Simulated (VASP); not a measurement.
# N2 in VASP: a series of runs

Runs on N2. Level: LDA. Tasks: single point, relaxation of the atoms.

All numbers are computed with VASP 6.6.1; they aren't measurements. Logs are shortened: lines on timing, memory, paths and dates and some standing lists are left out, and cuts for length are marked.

**1. The cell of the first run**

The cell holds a molecule in a box, 2 atoms: a = 15.000 Å, b = 15.500 Å, c = 16.000 Å, α = 90.00°, β = 90.00°, γ = 90.00°.

**2. Single point, LDA**

INCAR

```
SYSTEM = N
ALGO = Normal
EDIFF = 1E-6
ENCUT = 520
ISIF = 2
ISMEAR = 0
ISYM = 0
LASPH = .True.
LCHARG = .True.
LELF = .True.
LREAL = .False.
LVHAR = .True.
LWAVE = .False.
NBANDS = 12
NELM = 80
PREC = Accurate
SIGMA = 0.005
```

KPOINTS

```
k-points
0
Gamma
  1 1 1
  0 0 0
```

POSCAR

```
N
1.0
   15.0000000000      0.0000000000      0.0000000000
    0.0000000000     15.5000000000      0.0000000000
    0.0000000000      0.0000000000     16.0000000000
N
2
Direct
    0.5018453213      0.4990216764      0.4658943344
    0.4981546787      0.5009783236      0.5341056656
```

Potentials or basis: VASP PAW LDA potentials, release 64 (N).

On the command line:

```console
$ cat potpaw_LDA.64/N/POTCAR > POTCAR
$ mpirun -np 1 vasp_gam > vasp.out
```

OUTCAR:

```text
SYSTEM = N
   EDIFF = 1E-6
   ENCUT = 520
   ISIF = 2
   ISMEAR = 0
   ISYM = 0
   LASPH = .True.
   LREAL = .False.
   NELM = 80
   PREC = Accurate

 ion  position               nearest neighbor table
   1  0.502  0.499  0.466-   2 1.09
   2  0.498  0.501  0.534-   1 1.09

IMPORTANT INFORMATION: All symmetrisations will be switched off!
NOSYMM: (Re-)initialisation of all symmetry stuff for point group C_1.

----------------------------------------------------------------------------------------

                                     Primitive cell

  volume of cell :    3720.0000

  direct lattice vectors                    reciprocal lattice vectors
    15.000000000  0.000000000  0.000000000     0.066666667  0.000000000  0.000000000
     0.000000000 15.500000000  0.000000000     0.000000000  0.064516129  0.000000000
     0.000000000  0.000000000 16.000000000     0.000000000  0.000000000  0.062500000

  length of vectors
    15.000000000 15.500000000 16.000000000     0.066666667  0.064516129  0.062500000

  position of ions in fractional coordinates (direct lattice)
     0.501845321  0.499021676  0.465894334
     0.498154679  0.500978324  0.534105666

  ion indices of the primitive-cell ions
   primitive index   ion index
                 1           1
                 2           2

----------------------------------------------------------------------------------------

 KPOINTS: k-points

Automatic generation of k-mesh.
 Grid dimensions read from file:
 generate k-points for:    1    1    1

 Generating k-lattice:

  Cartesian coordinates                     Fractional coordinates (reciprocal lattice)
     0.066666667  0.000000000  0.000000000     1.000000000  0.000000000  0.000000000
     0.000000000  0.064516129  0.000000000     0.000000000  1.000000000  0.000000000
     0.000000000  0.000000000  0.062500000     0.000000000  0.000000000  1.000000000

  Length of vectors
     0.066666667  0.064516129  0.062500000

  Shift w.r.t. Gamma in fractional coordinates (k-lattice)
     0.000000000  0.000000000  0.000000000

 Subroutine IBZKPT returns following result:
 ===========================================

 Found      1 irreducible k-points:

 Following reciprocal coordinates:
            Coordinates               Weight
  0.000000  0.000000  0.000000      1.000000
   k-points           NKPTS =      1   k-points in BZ     NKDIM =      1   number of bands    NBANDS=     12
   number of dos      NEDOS =    301   number of ions     NIONS =      2
   total plane-waves  NPLWV = ******
   dimension x,y,z NGX =   112 NGY =  120 NGZ =  120
   dimension x,y,z NGXF=   224 NGYF=  240 NGZF=  240
   ions per type =               2
   NGX,Y,Z   is equivalent  to a cutoff of  12.41, 12.87, 12.47 a.u.
   NGXF,Y,Z  is equivalent  to a cutoff of  24.83, 25.74, 24.94 a.u.
 SYSTEM =  N
   PREC   = accura    normal or accurate (medium, high low for compatibility)
   ISTART =      0    job   : 0-new  1-cont  2-samecut
   ICHARG =      2    charge: 1-file 2-atom 10-const
   ISPIN  =      1    spin polarized calculation?
   LNONCOLLINEAR =      F non collinear calculations
   LSORBIT =      F    spin-orbit coupling
   LASPH  =      T    aspherical Exc in radial PAW
   ENCUT  =  520.0 eV  38.22 Ry    6.18 a.u.  27.89 28.82 29.75*2*pi/ulx,y,z
   NELM   =     80;   NELMIN=  2; NELMDL= -5     # of ELM steps
   EDIFF  = 0.1E-05   stopping-criterion for ELM
   LREAL  =      F    real-space projection
   EDIFFG = 0.1E-04   stopping-criterion for IOM
   NSW    =      0    number of steps for IOM
   IBRION =     -1    ionic relax: 0-MD 1-quasi-New 2-CG
   NFREE  =      0    steps in history (QN), initial steepest desc. (CG)
   ISIF   =      2    stress and relaxation
   ISYM   =      0    0-nonsym 1-usesym 2-fastsym
   POTIM  = 0.5000    time-step for ionic-motion
   TEBEG  =    0.0;   TEEND  =   0.0 temperature during run
   PSTRESS=    0.0 pullay stress
   NELECT =      10.0000    total number of electrons
   NUPDOWN=      -1.0000    fix difference up-down
   EMIN   =  10.00;   EMAX   =-10.00  energy-range for DOS
   EFERMI =   0.00;   METHOD = LEGACY
   ISMEAR =     0;   SIGMA  =   0.01  broadening in eV -4-tet -1-fermi 0-gaus
   EFERMI_NEDOS =   21; number of points for ismear=-14 and -15
   IALGO  =     38    algorithm
   IMIX   =      4    mixing-type and parameters
     AMIX     =   0.40;   BMIX     =  1.00
     AMIX_MAG =   1.60;   BMIX_MAG =  1.00
  volume/ion in A,a.u.               =    1860.00     12551.90
  Fermi-wavevector in a.u.,A,eV,Ry     =   0.227629  0.430156  0.704984  0.051815
  Thomas-Fermi vector in A             =   1.017343
   LORBIT       =      0    0 simple, 1 ext, 2 COOP (PROOUT), +10 PAW based schemes
   GGA     = CA    functional components
   LHFCALC =     F    Hartree Fock is set to
   AEXX    =    0.0000 exact exchange contribution
   IVDW    =     0    specifies the selected vdW correction
   LEPSILON=     F    determine dielectric tensor
   LRPA    =     F    only Hartree local field effects (RPA)
 non-spin polarized calculation
 Gauss-broadening in eV      SIGMA  =   0.01
  energy-cutoff  :      520.00
  volume of cell :     3720.00
 maximum number of plane-waves:     50071
 NGX is ok and might be reduce to   112
   NGX = 55   NGY = 57   NGZ = 59

 number of electron      10.0000001 magnetization

 Free energy of the ion-electron system (eV)
  ---------------------------------------------------
  ext. energy  EPLUGINS =         0.00000000
  ---------------------------------------------------
  free energy    TOTEN  =       -17.48251754 eV

  energy without entropy =      -17.48251754  energy(sigma->0) =      -17.48251754

 E-fermi : -10.2857     XC(G=0):  -0.1758

 val. band max:      -10.3395317593   @ k =   0.0000   0.0000   0.0000
 cond. band min:      -2.1319495159   @ k =   0.0000   0.0000   0.0000
 fundamental gap:      8.2075822434
 Fermi energy:       -10.2856791966

 k-point     1 :       0.0000    0.0000    0.0000
  band No.  band energies     occupation
      1     -28.4847      2.00000
      2     -13.3202      2.00000
      3     -11.9303      2.00000
      4     -11.9303      2.00000
      5     -10.3395      2.00000
      6      -2.1319      0.00000
      7      -2.1319      0.00000
      8      -0.0962      0.00000
      9       0.4098      0.00000
     10       0.5103      0.00000
     11       0.5300      0.00000
     12       0.6066      0.00000

------------------------ aborting loop because EDIFF is reached ----------------------------------------

  FORCE on cell =-STRESS in cart. coord.  units (eV):
  Direction    XX          YY          ZZ          XY          YZ          ZX
  --------------------------------------------------------------------------------------
  -------------------------------------------------------------------------------------
  Total       -0.0336234     -0.0370595      1.6481575     -0.0023994      0.0468331     -0.0855897
  in kB       -0.0144814     -0.0159612      0.7098496     -0.0010334      0.0201707     -0.0368629
  external PRESSURE =       0.2264690 kB  Pullay stress =       0.0000000 kB

 VOLUME and BASIS-vectors are now :
 -----------------------------------------------------------------------------
  energy-cutoff  :      520.00
  volume of cell :     3720.00
      direct lattice vectors                 reciprocal lattice vectors
    15.000000000  0.000000000  0.000000000     0.066666667  0.000000000  0.000000000
     0.000000000 15.500000000  0.000000000     0.000000000  0.064516129  0.000000000
     0.000000000  0.000000000 16.000000000     0.000000000  0.000000000  0.062500000

 POSITION                                       TOTAL-FORCE (eV/Angst)
 -----------------------------------------------------------------------------------
      7.52768      7.73484      7.45431         0.078056     -0.042842     -1.538171
      7.47232      7.76516      8.54569        -0.078056      0.042842      1.538171
 -----------------------------------------------------------------------------------
    total drift:                               -0.000001      0.000001     -0.000002

  FREE ENERGIE OF THE ION-ELECTRON SYSTEM (eV)
  ---------------------------------------------------
  free  energy   TOTEN  =       -17.4825175364 eV

  energy  without entropy=      -17.4825175364  energy(sigma->0) =      -17.48251754
```

stdout:

```text
POSCAR found type information on POSCAR N
 POSCAR found :  1 types and       2 ions
 scaLAPACK will be used
 LDA part: xc-table for (Slater(with rela. corr.)+CA(PZ))
 , standard interpolation
 POSCAR, INCAR and KPOINTS ok, starting setup
 FFT: planning ... GRIDC
 FFT: planning ... GRID_SOFT
 FFT: planning ... GRID
 WAVECAR not read
 entering main loop
```

Run time: 2.7 min. Hardware: 1 thread of AMD EPYC 7R13 (Zen 3), shared host; peak memory 1.4 GiB.

Results:

```yaml
Free_energy: -17.4825 eV
Largest_force: 1.541 eV/Å
Gap_between_the_frontier_levels: 8.21 eV
```

Forces on the atoms (eV/Å):
```
N    0.078 -0.043 -1.538
N   -0.078  0.043  1.538
```

Caveat: the standard files for N, O and F lose accuracy on very short bonds.

**3. Relaxation of the atoms, LDA**

INCAR

```
PREC = Accurate
ENCUT = 520
EDIFF = 1E-6
ISMEAR = 0
SIGMA = 0.005
LREAL = False
LASPH = True
NELM = 60
ALGO = Normal
ISIF = 2
LWAVE = False
LCHARG = False
GGA = CA
IBRION = 2
NSW = 100
EDIFFG = -0.01
ISYM = 0
```

KPOINTS

```
regular mesh
0
Gamma
  1 1 1
```

POSCAR

```
N
1.0
   15.0000000000      0.0000000000      0.0000000000
    0.0000000000     15.5000000000      0.0000000000
    0.0000000000      0.0000000000     16.0000000000
N
2
Direct
    0.5017982093      0.4990469909      0.4667333543
    0.4982017907      0.5009530091      0.5332666457
```

Potentials or basis: VASP PAW LDA potentials, release 64 (N).

On the command line:

```console
$ cat potpaw_LDA.64/N/POTCAR > POTCAR
$ mpirun -np 1 vasp_gam > vasp.out
```

Wall time 9.7 min (1 thread of AMD EPYC 7R13 (Zen 3), shared host); peak memory 1.4 GiB.

It converged, with:

```yaml
Free_energy: -17.4899 eV
Energy_gained_by_relaxing: 56.4 meV/atom
Ionic_steps: 9
Gap_between_the_frontier_levels: 8.09 eV
```

Step by step:
```tsv
step	energy change (eV)	largest force (eV/Å)	pressure (GPa)
1	0.0000	6.4648	0.10
2	7.5946	13.1765	-0.32
3	1.3340	13.8584	-0.25
4	-0.0541	3.9380	-0.07
5	-0.1116	0.6032	-0.01
6	-0.1128	0.0150	0.00
7	-0.1128	0.0985	0.00
8	-0.1089	1.1135	0.02
9	-0.1128	0.0006	0.00
```

Final structure:
```yaml
crystal:
  lattice:
    - [15.00000, 0.00000, 0.00000]
    - [0.00000, 15.50000, 0.00000]
    - [0.00000, 0.00000, 16.00000]
  atoms:
    - { symbol: N, position: [0.50186, 0.49901, 0.46559] }
    - { symbol: N, position: [0.49814, 0.50099, 0.53441] }
```

Levels at points of the mesh, in eV from the valence-band top:
```csv
k point,band 2,band 3,band 4,band 5,band 6,band 7,band 8,band 9
"(0.00, 0.00, 0.00)",-3.06,-1.52,-1.52,0.00,8.09,8.09,10.25,10.73
```

Caveat: the standard files for N, O and F lose accuracy on very short bonds.
